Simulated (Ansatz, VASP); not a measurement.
## B5N in VASP and in Ansatz

```
B N
1.0
     4.04418    0.00000    0.00000
    -2.02209    3.50236    0.00000
     0.00000    0.00000    2.90127
B N
5 1
Direct
  0.33333 0.66667 0.00000
  0.66667 0.33333 0.00000
  0.50000 0.00000 0.50000
  0.50000 0.50000 0.50000
  0.00000 0.50000 0.50000
  0.00000 0.00000 0.00000
```

Change from the starting cell: species swapped into the GdCu5 type (P6/mmm, No. 191).

Alike in both runs: functional PBE; k mesh 12 × 12 × 14; occupations gaussian, width 0.1 eV; collinear spin.

Ansatz relaxed the structure, and its values are those at the end. VASP's run is a single point on that final structure, the one shown.

|  | VASP | Ansatz |
| --- | --- | --- |
| version | VASP 6.6.1 | Ansatz 0.2.0 |
| potentials or method | VASP PAW PBE potentials, release 64 (B, N), cutoff 520 eV | scalar-relativistic, plane waves, PAW |
| valence electrons in the cell | 20 | 20 |

```csv
,VASP,Ansatz,Ansatz less VASP
gap on the k mesh at the Fermi level (eV),none,none,-
pressure (GPa),-0.1,0.0,+0.11
net moment per atom (μB),0.10,0.10,0.000
size of the moment on the site where the two differ most (μB),0.42,0.51,+0.091
```

Site moments also hang on the region over which each program counts them. A gap of «none» marks a metal or a gap that the smearing closes. With one functional, cell and mesh, what is left measures potentials, basis and numerics.
